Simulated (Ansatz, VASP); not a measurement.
**One calculation of BaTa3, two programs**

```xyz
8
Lattice="7.0318 0.0000 0.0000 -3.5159 6.0897 0.0000 0.0000 0.0000 5.0509" Properties=species:S:1:pos:R:3 pbc="T T T"
Ba    0.0000    4.0598    1.2627
Ba    3.5159    2.0299    3.7882
Ta    3.5159    4.5421    1.2627
Ta   -2.1757    5.3159    3.7882
Ta    1.3402    0.7738    1.2627
Ta    0.0000    1.5476    3.7882
Ta    5.6915    0.7738    1.2627
Ta    2.1757    5.3159    3.7882
```

Alike in both runs: functional PBE; k mesh 3 × 3 × 4; occupations gaussian, width 0.1 eV; no spin polarisation.

Ansatz relaxed the structure, and its values are those at the end. VASP's run is a single point on that final structure, the one shown.

|  | VASP | Ansatz |
| --- | --- | --- |
| version | VASP 6.6.1 | Ansatz 0.2.0 |
| potentials or method | VASP PAW PBE potentials, release 64 (Ba_sv, Ta_pv), cutoff 520 eV | scalar-relativistic, plane waves, PAW |
| valence electrons in the cell | 86 | 98 |

Ansatz gave:

| Item | Value |
| --- | --- |
| gap on the k mesh at the Fermi level (eV) | none |
| pressure (GPa) | 0.2 |
| rms of the force components (eV/Å) | 0.013 |

Q: What did VASP give for the same quantities?

A: gap on the k mesh at the Fermi level (eV): none; pressure (GPa): 0.6; rms of the force components (eV/Å): 0.001.

A gap of «none» marks a metal or a gap that the smearing closes. The functional is the same, so the differences come from potentials, cutoffs and numerics. VASP's potentials hold 86 valence electrons a cell and Ansatz's 98, so a difference there can come from the potentials and not from the codes.

Neither program's run includes spin-orbit coupling.
